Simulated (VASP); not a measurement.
Wanted: the native input for a VASP 6.6.1 run.

* Task: single point
* Functional: PBE
* Dispersion: D3(BJ)
* Potentials or basis: VASP PAW PBE potentials, release 64 (B, N)
* Cutoff: 520 eV
* k mesh: 10 × 10 × 3
* Occupations: gaussian, width 0.05 eV
* Spin: no spin polarisation
* Dipole correction: no
* Further INCAR settings: ALGO = Normal; EDIFF = 1e-06; NBANDS = 21

The structure of BN lies in POSCAR:

```
BN
1.0
   -1.2530569071     -2.1703582278      0.0000000000
    1.2530569071     -2.1703582278      0.0000000000
    0.0000000000      0.0000000000     10.3846513545
B N
3 3
Direct
    1.0000000000      1.0000000000      0.4760664495
    0.3333333333      0.3333333333      0.7933504557
    0.6666666667      0.6666666667      0.1587824433
    1.0000000000      1.0000000000      0.7930692581
    0.3333333333      0.3333333333      0.1585012456
    0.6666666667      0.6666666667      0.4757852518
```

These files were run (other wordings do the same):

INCAR

```
SYSTEM = BN
  PREC = Accurate
  ENCUT = 520
  EDIFF = 1E-6
  ISMEAR = 0
  SIGMA = 0.05
  LREAL = .False.
  LASPH = .True.
  NELM = 80
  ALGO = Normal
  ISIF = 2
  LWAVE = .False.
  LCHARG = .False.
  GGA = PE
  IVDW = 12
  NBANDS = 21
```

KPOINTS

```
regular mesh
0
Gamma
  10 10 3
  0 0 0
```

Potentials or basis: VASP PAW PBE potentials, release 64 (B, N).

Run with:

```sh
$ cat potpaw_PBE.64/B/POTCAR potpaw_PBE.64/N/POTCAR > POTCAR
$ mpirun -np 1 vasp_std > vasp.out
```

Results of the run:

```
Pressure                   : -0.1 GPa
Largest force              : 0.057 eV/Å
Band gap on the k mesh     : 4.29 eV, indirect (least direct gap 4.75 eV)
Dispersion energy per atom : -0.135 eV
```

Run time: 26 s on 1 thread of Intel(R) Xeon(R) Platinum 8559C (Emerald Rapids) (shared host), peak memory 0.19 GiB.
